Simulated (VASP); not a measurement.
Write the native input for VASP 6.6.1 that does the following.

* Task: single point
* Functional: r2SCAN
* Potentials or basis: VASP PAW PBE potentials, release 64 (Ru_pv, Te)
* Cutoff: 520 eV
* k mesh: 12 × 12 × 12
* Occupations: gaussian, width 0.05 eV
* Spin: no spin polarisation
* Dipole correction: no
* Further INCAR settings: ALGO = Normal; EDIFF = 1e-06; NBANDS = 17

The system is TeRu.

```
Ru Te
1.0
     0.00000    2.77235    2.77235
     2.77235    0.00000    2.77235
     2.77235    2.77235    0.00000
Ru Te
1 1
Cartesian
  2.7723 2.7723 2.7723
  0.0000 0.0000 0.0000
```

This cell differs from its parent crystal: volume scaled by 1.070.

One way to write it, as run:

POSCAR

```
TeRu
1.0
    0.0000000000      2.7723495367      2.7723495367
    2.7723495367      0.0000000000      2.7723495367
    2.7723495367      2.7723495367      0.0000000000
Ru Te
1 1
Direct
    0.5000000000      0.5000000000      0.5000000000
    0.0000000000      0.0000000000      0.0000000000
```

INCAR.step1

```
SYSTEM = TeRu
PREC = Accurate
ENCUT = 520
ISMEAR = 0
SIGMA = 0.05
LREAL = .False.
LASPH = .True.
NELM = 100
NBANDS = 17
GGA = PE
ALGO = Normal
EDIFF = 1E-4
LWAVE = .True.
LCHARG = .False.
```

INCAR.step2

```
SYSTEM = TeRu
PREC = Accurate
ENCUT = 520
EDIFF = 1E-6
ISMEAR = 0
SIGMA = 0.05
LREAL = .False.
LASPH = .True.
NELM = 100
ALGO = Normal
ISIF = 2
LWAVE = .False.
LCHARG = .False.
METAGGA = R2SCAN
LMIXTAU = .True.
NBANDS = 17
ISTART = 1
```

KPOINTS

```
Automatic mesh
0
Gamma
  12 12 12
  0 0 0
```

Potentials or basis: VASP PAW PBE potentials, release 64 (Ru_pv, Te).

Launch:

```console
$ cat potpaw_PBE.64/Ru_pv/POTCAR potpaw_PBE.64/Te/POTCAR > POTCAR
$ cp INCAR.step1 INCAR
$ mpirun -np 1 vasp_std > vasp.out
$ cp INCAR.step2 INCAR
$ mpirun -np 1 vasp_std > vasp.out
```

It gave:

- Pressure: -7.4 GPa
- Band gap on the k mesh: zero (band 10 reaches 9.26 eV, above the bottom of band 11 at 8.61 eV)

Caveat: the PAW data sets were made with another functional, which shifts forces and pressure a little; spin-orbit coupling is left out, which moves the levels of the heavy elements.

Wall time 80 s on 1 thread of Intel(R) Xeon(R) 6975P-C (Granite Rapids), on a shared host, peak memory 0.2 GiB.
